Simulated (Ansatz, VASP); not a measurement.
# Two plane-wave programs on HfO2

File INCAR:

```
PREC = Accurate
ENCUT = 520
EDIFF = 1E-6
ISMEAR = -1
SIGMA = 0.02
LREAL = F
LASPH = T
NELM = 60
ALGO = Normal
ISIF = 2
LWAVE = F
LCHARG = F
GGA = PE
NBANDS = 31
```

The input KPOINTS:

```
Automatic mesh
0
Gamma
  8 8 6
```

Contents of POSCAR:

```
HfO2
1.0
    3.6482265184      0.0000000000      0.0000000000
    0.0000000000      3.6482265184      0.0000000000
    0.0000000000      0.0000000000      5.1624392415
Hf O
2 4
Direct
    0.5000000000      0.5000000000      0.5000000000
    0.0000000000      0.0000000000      0.0000000000
    0.0000000000      0.5000000000      0.6933325864
    0.5000000000      0.0000000000      0.8066674136
    0.5000000000      0.0000000000      0.3066674136
    0.0000000000      0.5000000000      0.1933325864
```

Input for Ansatz:

```yaml
crystal:
  lattice:
    - [3.6482265184, 0.0, 0.0]
    - [0.0, 3.6482265184, 0.0]
    - [0.0, 0.0, 5.1624392415]
  atoms:
    - { symbol: Hf, position: [0.5, 0.5, 0.5] }
    - { symbol: Hf, position: [0.0, 0.0, 0.0] }
    - { symbol: O, position: [0.0, 0.5, 0.6933325864] }
    - { symbol: O, position: [0.5, 0.0, 0.8066674136] }
    - { symbol: O, position: [0.5, 0.0, 0.3066674136] }
    - { symbol: O, position: [0.0, 0.5, 0.1933325864] }
kpoints:
  mp_grid: { grid: [8, 8, 6] }
  band_path:
    path:
      - [0.0, 0.0, 0.0]
      - [0.0, 0.5, 0.0]
      - [0.5, 0.5, 0.0]
      - [0.0, 0.0, 0.5]
      - [0.0, 0.5, 0.5]
      - [0.5, 0.5, 0.5]
      - [0.203125, 0.213542, 0.0]
    npoints: 1
hamiltonian:
  xc: pbe
scf:
  occupations: { method: fermi_dirac, width: 0.02 }
  n_extra_bands: 5
output:
  forces: true
  stress: true
  eigenvalues: true
```

Change from the starting cell: epitaxial_xy strain +2.0%.

Alike in both runs: task single point; functional PBE; k mesh 8 × 8 × 6; occupations fermi-dirac, width 0.02 eV; no spin polarisation.

```csv
,VASP,Ansatz
version,VASP 6.6.1,Ansatz 0.2.0
potentials or method,"VASP PAW PBE potentials, release 64 (Hf_pv, O)","plane waves, PAW"
plane-wave cutoff (eV),520,420
valence electrons in the cell,44,76
```

|  | VASP | Ansatz | Ansatz less VASP |
| --- | --- | --- | --- |
| gap on the k mesh at the Fermi level (eV) | 4.30 | 4.35 | +0.044 |
| pressure (GPa) | -4.9 | -1.8 | +3.13 |
| traceless stress, the component that is largest in VASP (GPa) | 7.21 | 6.96 | -0.251 |
| rms of the force components (eV/Å) | 0.012 | 0.034 | +0.0218 |

Atom by atom the forces differ by 0.022 eV/Å (rms over components). VASP's potentials hold 44 valence electrons a cell and Ansatz's 76, so a difference there can come from the potentials and not from the codes.

Spin-orbit coupling is off throughout.
